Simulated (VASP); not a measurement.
A run of VASP 6.6.1 is set up as follows.

The input INCAR:

```
SYSTEM = Si16O
  PREC = Accurate
  ENCUT = 520
  EDIFF = 1E-7
  ISMEAR = 0
  SIGMA = 0.05
  LREAL = Auto
  LASPH = .TRUE.
  NELM = 150
  ALGO = Normal
  ISIF = 2
  LWAVE = .FALSE.
  LCHARG = .FALSE.
  ISPIN = 2
  MAGMOM = 0 0 0 0 0 0 0 0 0 0 0 0 0 0 0 0 0
  LORBIT = 11
  GGA = PS
  NBANDS = 53
```

The input KPOINTS:

```
Automatic mesh
0
G
  2 2 2
  0 0 0
```

File POSCAR:

```
Si16O
1.0
    0.0000000000      5.4300000000      5.4300000000
    5.4300000000      0.0000000000      5.4300000000
    5.4300000000      5.4300000000      0.0000000000
Si O
16 1
Direct
   -0.0029778085      0.0049430018      0.0010873849
    0.1121226519      0.1308766114      0.1347279926
   -0.0106641805      0.0003964088      0.5104787293
    0.1250991713      0.1231919890      0.6265794659
    0.0228077348      0.5064891344     -0.0338506446
    0.1310957643      0.6310178637      0.1068235727
    0.0102261510      0.4972012891      0.4821511971
    0.1405721915      0.6282847145      0.5959117864
    0.4840465930     -0.0295815838      0.0616441989
    0.6223551565      0.1308616022      0.1348297422
    0.4997555249      0.0004122468      0.5105802026
    0.6157572744      0.0803272560      0.6882294659
    0.5045953039      0.5064848066     -0.0335579190
    0.6536630755      0.6165634438      0.0764140884
    0.5018035912      0.4524238490      0.5439999079
    0.6350129834      0.6282875691      0.5962181400
    0.6374470534      0.4169476059      0.3089665746
```

Potentials or basis: VASP PAW PBE potentials, release 64 (Si, O).

The run is started by

```sh
$ cat potpaw_PBE.64/Si/POTCAR potpaw_PBE.64/O/POTCAR > POTCAR
$ mpirun -np 1 vasp_std > vasp.out
```

Q: Predict the pressure.

A: 2.4 GPa.

Q: Estimate the band gap on the k mesh.

A: 0.40 eV.

Forces in eV/Å, atoms in the order of the input:
```
Si   0.000  0.000  0.000
Si   0.001 -0.002  0.001
Si   0.002 -0.001 -0.001
Si   0.002 -0.002  0.002
Si   0.000 -0.001 -0.005
Si   0.003  0.001 -0.001
Si  -0.003 -0.001  0.000
Si   0.000  0.001  0.004
Si  -0.007 -0.002  0.001
Si   0.001 -0.001  0.002
Si   0.002  0.001  0.001
Si   0.006  0.003 -0.003
Si   0.001  0.006  0.000
Si  -0.036 -0.046  0.045
Si   0.060  0.046 -0.045
Si   0.001 -0.003 -0.001
O   -0.033  0.001  0.000
```

Caveat: the k points lie up to 0.50 Å⁻¹ apart; the PAW data sets were made with another functional, which shifts forces and pressure a little.
